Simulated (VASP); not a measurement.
Wanted: the native input for a VASP 6.6.1 run.

```
Task                   : single point
Functional             : LDA
Potentials or basis    : VASP PAW LDA potentials, release 64 (Hf_pv, O)
Cutoff                 : 520 eV
k mesh                 : 5 × 5 × 5
Occupations            : fermi-dirac, width 0.05 eV
Spin                   : no spin polarisation
Dipole correction      : no
Further INCAR settings : ALGO = Normal; EDIFF = 1e-06; NBANDS = 56
```

The structure of HfO2 lies in POSCAR:

```
HfO2
1.0
    5.1518950275      0.0000000000      0.0000000000
    0.0000000000      5.2200433850      0.0000000000
   -0.8643497359      0.0000000000      5.2483970684
Hf O
4 8
Direct
    0.2755000000      0.4603000000      0.7080000000
    0.7245000000      0.9603000000      0.7920000000
    0.7245000000      0.5397000000      0.2920000000
    0.2755000000      0.0397000000      0.2080000000
    0.0742000000      0.1684000000      0.8467000000
    0.9258000000      0.6684000000      0.6533000000
    0.9258000000      0.8316000000      0.1533000000
    0.0742000000      0.3316000000      0.3467000000
    0.4487000000      0.7419000000      0.9801000000
    0.5513000000      0.2419000000      0.5199000000
    0.5513000000      0.2581000000      0.0199000000
    0.4487000000      0.7581000000      0.4801000000
```

The input as run:

INCAR

```
  PREC = Accurate
  ENCUT = 520
  EDIFF = 1E-6
  ISMEAR = -1
  SIGMA = 0.05
  LREAL = False
  LASPH = True
  NELM = 60
  ALGO = Normal
  ISIF = 2
  LWAVE = False
  LCHARG = False
  GGA = CA
  NBANDS = 56
```

KPOINTS

```
Automatic mesh
0
Gamma
  5 5 5
```

Potentials or basis: VASP PAW LDA potentials, release 64 (Hf_pv, O).

Launch:

```bash
$ cat potpaw_LDA.64/Hf_pv/POTCAR potpaw_LDA.64/O/POTCAR > POTCAR
$ mpirun -np 1 vasp_std > vasp.out
```

It gave:

```yaml
Pressure: -14.5 GPa
Largest_force: 0.381 eV/Å
Band_gap_on_the_k_mesh: 3.91 eV, indirect (least direct gap 3.98 eV)
```

Caveat: spin-orbit coupling is left out, which moves the levels of the heavy elements.

Wall time 4.2 min on 1 thread of Intel(R) Xeon(R) Platinum 8259CL CPU @ 2.50GHz (Skylake/Cascade Lake), with other jobs on the host, peak memory 0.34 GiB.
